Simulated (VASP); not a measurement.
# ScAlN2 (Pmmm) in VASP: a series of runs, part 2 of 2

VASP 6.6.1.

### 4 Relaxation of cell and atoms, PBE

Input file INCAR:

```
PREC = Accurate
ENCUT = 600
EDIFF = 1E-7
ISMEAR = 0
SIGMA = 0.1
LREAL = F
LASPH = T
NELM = 100
ALGO = Normal
ISIF = 3
LWAVE = F
LCHARG = F
GGA = PE
IBRION = 2
NSW = 90
EDIFFG = -0.04
```

Input file KPOINTS:

```
regular mesh
0
Gamma
  6 6 4
```

Input file POSCAR:

```
ScAlN2
1.0
    2.6602130300      0.0000000000      0.0000000000
    0.0000000000      3.4571557700      0.0000000000
    0.0000000000      0.0000000000      6.1420655100
Sc Al N
1 1 2
Direct
    0.0000000000      0.0000000000      0.0000000000
    0.0000000000      0.5000000000      0.5000000000
    0.0000000000      0.0000000000      0.3183432800
    0.0000000000      0.0000000000      0.6816567200
```

Started as:

```sh
> cat potpaw_PBE.64/Sc_sv/POTCAR potpaw_PBE.64/Al/POTCAR potpaw_PBE.64/N/POTCAR > POTCAR
> mpirun -np 1 vasp_std > vasp.out
```

Wall time 12 min (1 thread of Intel Xeon 8259CL, shared host); peak memory 0.23 GiB.

The run converged. Its results:

```yaml
Free_energy: -26.4375 eV
Relaxed_volume: 17.20 Å³/atom
Relaxed_cell: a = 3.616 Å, b = 3.009 Å, c = 6.321 Å, α = 90.00°, β = 90.00°, γ = 90.00°
Space_group_after_relaxing_to_0.1_Å: Pmmm (No. 47)
Energy_gained_by_relaxing: 607.1 meV/atom
Ionic_steps: 13
Pressure_after_relaxing: -0.1 GPa
Band_gap_on_the_k_mesh: zero (bands 12 and 13 overlap by 1.27 eV)
```

Step by step:
| step | energy change (eV) | largest force (eV/Å) | pressure (GPa) | volume (Å³) |
| --- | --- | --- | --- | --- |
| 1 | 0.0000 | 0.4703 | 4.02 | 56.49 |
| 2 | -1.7643 | 1.7586 | 2.06 | 58.37 |
| 3 | -1.7641 | 1.8269 | 2.33 | 58.40 |
| 4 | -2.2375 | 0.0263 | 4.88 | 60.76 |
| 5 | -2.2502 | 1.2596 | 7.41 | 61.73 |
| 6 | -2.2664 | 0.6684 | 6.21 | 61.34 |
| 7 | -2.3942 | 0.4329 | -1.78 | 68.15 |
| 8 | -2.3945 | 0.4409 | -1.54 | 67.91 |
| 9 | -2.4263 | 0.0250 | 0.31 | 68.98 |
| 10 | -2.4282 | 0.0617 | -0.06 | 68.78 |
| 11 | -2.4282 | 0.0542 | -0.03 | 68.80 |
| 12 | -2.4282 | 0.0649 | -0.12 | 68.77 |
| 13 | -2.4284 | 0.0010 | -0.07 | 68.79 |

Final structure:
```cif
data_structure
_symmetry_space_group_name_H-M 'P 1'
_symmetry_Int_Tables_number 1
_cell_length_a 3.6163
_cell_length_b 3.0091
_cell_length_c 6.3214
_cell_angle_alpha 90.000
_cell_angle_beta 90.000
_cell_angle_gamma 90.000
_cell_volume 68.79
loop_
_atom_site_label
_atom_site_type_symbol
_atom_site_fract_x
_atom_site_fract_y
_atom_site_fract_z
_atom_site_occupancy
Sc1 Sc 0.00000 0.00000 0.00000 1
Al1 Al 0.00000 0.50000 0.50000 1
N1 N 0.00000 0.00000 0.30952 1
N2 N 0.00000 0.00000 0.69048 1
```

Levels at points of the mesh, in eV from the Fermi level:
```csv
k point,band 9,band 10,band 11,band 12,band 13,band 14,band 15,band 16
"(0.00, 0.00, 0.00)",-1.54,-1.30,-1.01,-0.96,0.36,0.44,2.44,3.43
"(0.50, 0.00, 0.00)",-2.44,-1.19,-0.89,-0.43,0.62,1.78,3.01,3.84
"(0.00, 0.50, 0.00)",-4.24,-0.63,-0.40,0.82,0.97,1.56,2.50,2.87
"(0.50, 0.50, 0.00)",-3.96,-1.99,-1.38,-0.33,0.91,2.68,3.00,4.26
"(0.00, 0.00, 0.50)",-1.97,-1.65,-1.46,-0.47,-0.26,0.38,1.88,3.43
"(0.50, 0.00, 0.50)",-2.12,-1.55,-1.53,-0.42,-0.40,2.11,2.66,3.01
"(0.00, 0.50, 0.50)",-2.49,-1.36,-1.16,0.42,0.98,1.57,1.61,3.09
"(0.50, 0.50, 0.50)",-2.41,-2.33,-1.31,-0.66,-0.23,2.09,2.30,3.42
```

Caveat: the k points lie up to 0.35 Å⁻¹ apart in the final cell, too coarse for converged energies and pressures of a metal; the volume moved by over 15 % at a fixed basis, so the end points are rough.

### 5 Single point, PBE, collinear spin, ferromagnetic start

Input file INCAR:

```
PREC = Accurate ; ENCUT = 520
EDIFF = 1E-7 ; ISMEAR = 0
SIGMA = 0.1 ; LREAL = F
LASPH = T ; NELM = 150
ALGO = Normal ; ISIF = 2
LWAVE = F ; LCHARG = F
ISPIN = 2 ; MAGMOM = 0 0 1 1
LORBIT = 11 ; LMAXMIX = 4
GGA = PE ; NBANDS = 24
```

Input file KPOINTS:

```
Automatic mesh
0
Gamma
  6 6 4
```

POSCAR is that of step 4.

Potentials or basis: VASP PAW PBE potentials, release 64 (Sc_sv, Al, N).

Started as:

```sh
> cat potpaw_PBE.64/Sc_sv/POTCAR potpaw_PBE.64/Al/POTCAR potpaw_PBE.64/N/POTCAR > POTCAR
> mpirun -np 1 vasp_std > vasp.out
```

OUTCAR:

```text
PREC = Accurate
   ENCUT = 520
   EDIFF = 1E-7
   ISMEAR = 0
   LREAL = F
   LASPH = T
   NELM = 150
   ISIF = 2
   ISPIN = 2
   LORBIT = 11
   GGA = PE

 ion  position               nearest neighbor table
   1  0.000  0.000  0.000-   3 1.96   4 1.96
   2  0.000  0.500  0.500-   3 2.06   4 2.06   3 2.06   4 2.06
   3  0.000  0.000  0.318-   1 1.96   2 2.06   2 2.06
   4  0.000  0.000  0.682-   1 1.96   2 2.06   2 2.06

  LATTYP: Found a simple orthorhombic cell.
 ALAT       =     2.6602130300
 B/A-ratio  =     1.2995785416
 C/A-ratio  =     2.3088622756

  Lattice vectors:

 A1 = (   2.6602130300,   0.0000000000,   0.0000000000)
 A2 = (   0.0000000000,   3.4571557700,   0.0000000000)
 A3 = (   0.0000000000,   0.0000000000,   6.1420655100)

Analysis of symmetry for initial positions (statically):
=====================================================================
 Subroutine PRICEL returns:
 Original cell was already a primitive cell.

 Routine SETGRP: Setting up the symmetry group for a
 simple orthorhombic supercell.

 Subroutine GETGRP returns: Found  8 space group operations
 (whereof  8 operations were pure point group operations)
 out of a pool of  8 trial point group operations.

The static configuration has the point symmetry D_2h.

Analysis of symmetry for dynamics (positions and initial velocities):
=====================================================================
 Subroutine PRICEL returns:
 Original cell was already a primitive cell.

 Routine SETGRP: Setting up the symmetry group for a
 simple orthorhombic supercell.

 Subroutine GETGRP returns: Found  8 space group operations
 (whereof  8 operations were pure point group operations)
 out of a pool of  8 trial point group operations.

The dynamic configuration has the point symmetry D_2h.

Analysis of structural, dynamic, and magnetic symmetry:
=====================================================================
 Subroutine PRICEL returns:
 Original cell was already a primitive cell.

 Routine SETGRP: Setting up the symmetry group for a
 simple orthorhombic supercell.

 Subroutine GETGRP returns: Found  8 space group operations
 (whereof  8 operations were pure point group operations)
 out of a pool of  8 trial point group operations.

The overall configuration has the point symmetry D_2h.

 Subroutine INISYM returns: Found  8 space group operations
 (whereof  8 operations are pure point group operations),
 and found     1 'primitive' translations

----------------------------------------------------------------------------------------

                                     Primitive cell

  volume of cell :      56.4872

  direct lattice vectors                    reciprocal lattice vectors
     2.660213030  0.000000000  0.000000000     0.375909744  0.000000000  0.000000000
     0.000000000  3.457155770  0.000000000     0.000000000  0.289255118  0.000000000
     0.000000000  0.000000000  6.142065510     0.000000000  0.000000000  0.162811679

  length of vectors
     2.660213030  3.457155770  6.142065510     0.375909744  0.289255118  0.162811679

  position of ions in fractional coordinates (direct lattice)
     0.000000000  0.000000000  0.000000000
[... 76 lines left out ...]
   ISPIN  =      2    spin polarized calculation?
   LNONCOLLINEAR =      F non collinear calculations
   LSORBIT =      F    spin-orbit coupling
   LASPH  =      T    aspherical Exc in radial PAW
   ENCUT  =  520.0 eV  38.22 Ry    6.18 a.u.   4.95  6.43 11.42*2*pi/ulx,y,z
   NELM   =    150;   NELMIN=  2; NELMDL= -5     # of ELM steps
   EDIFF  = 0.1E-06   stopping-criterion for ELM
   LREAL  =      F    real-space projection
   EDIFFG = 0.1E-05   stopping-criterion for IOM
   NSW    =      0    number of steps for IOM
   IBRION =     -1    ionic relax: 0-MD 1-quasi-New 2-CG
   NFREE  =      0    steps in history (QN), initial steepest desc. (CG)
   ISIF   =      2    stress and relaxation
   ISYM   =      2    0-nonsym 1-usesym 2-fastsym
   POTIM  = 0.5000    time-step for ionic-motion
   TEBEG  =    0.0;   TEEND  =   0.0 temperature during run
   PSTRESS=    0.0 pullay stress
   NELECT =      24.0000    total number of electrons
   NUPDOWN=      -1.0000    fix difference up-down
   EMIN   =  10.00;   EMAX   =-10.00  energy-range for DOS
   EFERMI =   0.00;   METHOD = LEGACY
   ISMEAR =     0;   SIGMA  =   0.10  broadening in eV -4-tet -1-fermi 0-gaus
   EFERMI_NEDOS =   21; number of points for ismear=-14 and -15
   IALGO  =     38    algorithm
   IMIX   =      4    mixing-type and parameters
     AMIX     =   0.40;   BMIX     =  1.00
     AMIX_MAG =   1.60;   BMIX_MAG =  1.00
  volume/ion in A,a.u.               =      14.12        95.30
  Fermi-wavevector in a.u.,A,eV,Ry     =   1.230728  2.325738 20.608618  1.514691
  Thomas-Fermi vector in A             =   2.365565
   LORBIT       =     11    0 simple, 1 ext, 2 COOP (PROOUT), +10 PAW based schemes
   GGA     = PE    functional components
   LHFCALC =     F    Hartree Fock is set to
   AEXX    =    0.0000 exact exchange contribution
   IVDW    =     0    specifies the selected vdW correction
   LEPSILON=     F    determine dielectric tensor
   LRPA    =     F    only Hartree local field effects (RPA)
 spin polarized calculation
 Gauss-broadening in eV      SIGMA  =   0.10
  energy-cutoff  :      520.00
  volume of cell :       56.49
 maximum number of plane-waves:      1550
 NGX is ok and might be reduce to    20
   NGX =  9   NGY = 13   NGZ = 23

 number of electron      23.9999998 magnetization      -0.0002303

 number of electron      23.9999998 magnetization       0.0004913

 Free energy of the ion-electron system (eV)
  ---------------------------------------------------
  ext. energy  EPLUGINS =         0.00000000
  ---------------------------------------------------
  free energy    TOTEN  =       -24.00626333 eV

  energy without entropy =      -23.98103013  energy(sigma->0) =      -23.99364673

 E-fermi :   4.9588     XC(G=0): -10.2597

 val. band max:        4.9525543634   @ k =   0.1667   0.3333   0.0000
 cond. band min:       4.9674370722   @ k =   0.3333   0.3333   0.2500
 fundamental gap:      0.0148827088
 Fermi energy:         4.9587744716

 spin component 1

 k-point     1 :       0.0000    0.0000    0.0000
  band No.  band energies     occupation
      1     -43.9709      1.00000
      2     -22.7123      1.00000
      3     -22.6649      1.00000
      4     -22.1240      1.00000
      5     -10.8192      1.00000
      6      -8.0513      1.00000
[... 637 lines left out ...]
     23      14.4114      0.00000
     24      15.8521      0.00000

 [... further k-points ...]

 spin component 2

 k-point     1 :       0.0000    0.0000    0.0000
  band No.  band energies     occupation
      1     -43.9709      1.00000
      2     -22.7123      1.00000
      3     -22.6648      1.00000
      4     -22.1241      1.00000
      5     -10.8189      1.00000
      6      -8.0510      1.00000
[... 637 lines left out ...]
     23      14.4115      0.00000
     24      15.8522      0.00000

 [... further k-points ...]
[... 5 lines left out ...]
  --------------------------------------------------------------------------------------
  -------------------------------------------------------------------------------------
  Total       10.0408288    -11.0122280      5.2772246     -0.0000000      0.0000000      0.0000000
  in kB      284.7936726   -312.3460148    149.6808884     -0.0000000      0.0000000      0.0000000
  external PRESSURE =      40.7095154 kB  Pullay stress =       0.0000000 kB

 VOLUME and BASIS-vectors are now :
 -----------------------------------------------------------------------------
  energy-cutoff  :      520.00
  volume of cell :       56.49
      direct lattice vectors                 reciprocal lattice vectors
     2.660213030  0.000000000  0.000000000     0.375909744  0.000000000  0.000000000
     0.000000000  3.457155770  0.000000000     0.000000000  0.289255118  0.000000000
     0.000000000  0.000000000  6.142065510     0.000000000  0.000000000  0.162811679

 POSITION                                       TOTAL-FORCE (eV/Angst)
 -----------------------------------------------------------------------------------
      0.00000      0.00000      0.00000        -0.000000      0.000000      0.000000
      0.00000      1.72858      3.07103        -0.000000      0.000000      0.000000
      0.00000      0.00000      1.95529         0.000000      0.000000      0.470696
      0.00000      0.00000      4.18678        -0.000000      0.000000     -0.470696
 -----------------------------------------------------------------------------------
    total drift:                                0.000000     -0.000000     -0.000000

  FREE ENERGIE OF THE ION-ELECTRON SYSTEM (eV)
  ---------------------------------------------------
  free  energy   TOTEN  =       -24.0062633319 eV

  energy  without entropy=      -23.9810301319  energy(sigma->0) =      -23.99364673

 total charge

# of ion       s       p       d       tot
------------------------------------------
    1        2.284   6.185   1.401   9.870
    2        0.358   0.341   0.000   0.699
    3        1.315   2.296   0.000   3.611
    4        1.315   2.296   0.000   3.611
--------------------------------------------------
tot          5.272  11.118   1.401  17.791

 magnetization (x)

# of ion       s       p       d       tot
------------------------------------------
    1        0.000   0.000   0.000   0.000
    2       -0.000  -0.000   0.000  -0.000
    3        0.000   0.000   0.000   0.000
    4        0.000   0.000   0.000   0.000
--------------------------------------------------
tot          0.000   0.000   0.000   0.000
```

OSZICAR:

```text
N       E                     dE             d eps       ncg     rms          rms(c)
DAV:   1     0.197138411203E+03    0.19714E+03   -0.10599E+04  4632   0.984E+02
DAV:   2    -0.958954939700E+01   -0.20673E+03   -0.19450E+03  4736   0.301E+02
[... 17 lines left out ...]
DAV:  20    -0.240062776273E+02   -0.14628E-05   -0.21925E-06  5856   0.531E-03    0.111E-02
DAV:  21    -0.240062750576E+02    0.25696E-05   -0.57952E-06  6200   0.702E-03    0.105E-02
DAV:  22    -0.240062697039E+02    0.53537E-05   -0.26674E-05  6520   0.155E-02    0.774E-03
DAV:  23    -0.240062615648E+02    0.81391E-05   -0.16538E-04  6624   0.389E-02    0.491E-03
DAV:  24    -0.240062628023E+02   -0.12376E-05   -0.34263E-05  6312   0.198E-02    0.338E-03
DAV:  25    -0.240062633220E+02   -0.51964E-06   -0.24241E-06  5608   0.741E-03    0.607E-04
DAV:  26    -0.240062633319E+02   -0.99478E-08   -0.70660E-07  5256   0.292E-03
   1 F= -.24006263E+02 E0= -.23993647E+02  d E =-.252332E-01  mag=     0.0001
```

stdout:

```text
POSCAR found type information on POSCAR ScAlN
 POSCAR found :  3 types and       4 ions
 scaLAPACK will be used
 LDA part: xc-table for (Slater+PW92), standard interpolation
 POSCAR, INCAR and KPOINTS ok, starting setup
 FFT: planning ... GRIDC
 FFT: planning ... GRID_SOFT
 FFT: planning ... GRID
 WAVECAR not read
 entering main loop
```

Wall time 6 min (1 thread of Intel Xeon 8259CL, shared host); peak memory 0.26 GiB.

Results:

```yaml
Free_energy: -24.0063 eV
Pressure: 4.1 GPa
Largest_force: 0.471 eV/Å
Band_gap_on_the_k_mesh: zero (filled and empty bands overlap)
Net_moment: 0.00 μB per cell
Valence_electrons_inside_the_program's_atomic_spheres: Sc 9.87; Al 0.70; N 3.61
```

Forces on the atoms (eV/Å):
```
Sc   0.000  0.000  0.000
Al   0.000  0.000  0.000
N    0.000  0.000  0.471
N    0.000  0.000 -0.471
```

Caveat: the k points lie up to 0.39 Å⁻¹ apart, too coarse for converged energies and pressures of a metal.

### 6 The runs side by side

```tsv
task	spin	cell	cutoff (eV)	gap on the mesh (eV)	pressure (GPa)	largest force (eV/Å)
single point	off	a = 2.660, b = 3.457, c = 6.142 Å, 4 atoms, atomic positions A	520	none	4.1	0.47
single point	off	a = 4.173, b = 3.021, c = 6.301 Å, 4 atoms, atomic positions B	520	none	0.2	0.11
relaxation of cell and atoms	off	relaxed from a = 2.660, b = 3.457, c = 6.142 Å, 4 atoms, atomic positions A	600	none	-0.1	-
single point	collinear, ferromagnetic start	a = 2.660, b = 3.457, c = 6.142 Å, 4 atoms, atomic positions A	520	none	4.1	0.47
```

Alike in all rows: level PBE; potentials or basis VASP PAW PBE potentials, release 64 (Sc_sv, Al, N); k mesh 6 × 6 × 4; smearing gaussian 0.1 eV.

Caveats: some runs use coarse meshes; the volume moved by over 15 % at a fixed basis, so the end points are rough (at least some runs).

Total energies depend on the potentials used, so only differences within one code and one set of settings carry meaning.
